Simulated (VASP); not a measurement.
Runs of VASP 6.6.1 on Ni. The structure is that of space group Pm-3m (No. 221), or close to it. The cells are those of the table. 

```tsv
task	spin	cell	k mesh	cutoff (eV)	smearing	gap on the mesh (eV)	pressure (GPa)	moment (μB)
single point	collinear, ferromagnetic start	a = 2.347 Å, 1 atom	23 × 23 × 23	520	fermi-dirac 0.05 eV	none	-16.1	0.52
single point	off	a = 2.197 Å, 1 atom	16 × 16 × 16	600	fermi-dirac 0.1 eV	none	18.7	-
single point	non-collinear, typed start, SOC	a = 2.260 Å, 1 atom	14 × 14 × 14	520	fermi-dirac 0.05 eV	-	-0.2	0.44
single point	off	a = 2.259 Å, 1 atom	16 × 16 × 16	600	fermi-dirac 0.1 eV	none	-0.2	-
single point	off	a = 2.289 Å, 1 atom	16 × 16 × 16	600	fermi-dirac 0.1 eV	none	(a)	-
relaxation of cell and atoms	off	relaxed from a = 2.278 Å, 1 atom	14 × 14 × 14	600	fermi-dirac 0.1 eV	none	0.0	-
single point	non-collinear, zero start, SOC	a = 2.259 Å, 1 atom	14 × 14 × 14	600	fermi-dirac 0.1 eV	-	-0.2	0.00
single point	off	a = 2.259 Å, 1 atom	14 × 14 × 14	520	fermi-dirac 0.1 eV	none	-0.1	-
single point	collinear, ferromagnetic start	a = 2.319 Å, 1 atom	23 × 23 × 23	520	fermi-dirac 0.05 eV	none	(b)	0.48
single point	off	a = 2.165 Å, 1 atom	16 × 16 × 16	520	fermi-dirac 0.1 eV	none	32.2	-
single point	off	a = 2.228 Å, 1 atom	16 × 16 × 16	600	fermi-dirac 0.1 eV	none	8.1	-
```

Alike in all rows: level LDA; potentials or basis VASP PAW LDA potentials, release 64 (Ni).

Estimate the missing entries.

(a) -6.9; (b) -12.0.

A gap of «none» marks levels without a gap at the run's occupations.
